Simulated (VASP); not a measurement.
Runs of VASP 6.6.1 on Zn. The structure is that of space group P6_3/mmc (No. 194), or close to it. The cells are those of the table. 

| task | cell | gap on the mesh (eV) | pressure (GPa) |
| --- | --- | --- | --- |
| single point | a = 2.638, b = 2.638, c = 4.947 Å, angles 90.0, 90.0, 120.0°, 2 atoms | none | -3.5 |
| electric field gradients | a = 2.717, b = 2.717, c = 5.044 Å, angles 90.0, 90.0, 120.0°, 2 atoms | none | -8.1 |
| electric field gradients | a = 2.647, b = 2.647, c = 4.913 Å, angles 90.0, 90.0, 120.0°, 2 atoms | none | -3.7 |
| electric field gradients | a = 2.665, b = 2.665, c = 4.897 Å, angles 90.0, 90.0, 120.0°, 2 atoms | none | (a) |

Alike in all rows: level PBEsol; potentials or basis VASP PAW PBE potentials, release 64 (Zn); no spin polarisation; k mesh 18 × 18 × 8; cutoff (eV) 520; smearing fermi-dirac 0.03 eV.

Problem. Estimate the missing entries.

Solution. (a) -4.5.

Caveats: the PAW data sets were made with another functional, which shifts forces and pressure a little.

A gap of «none» marks levels without a gap at the run's occupations.
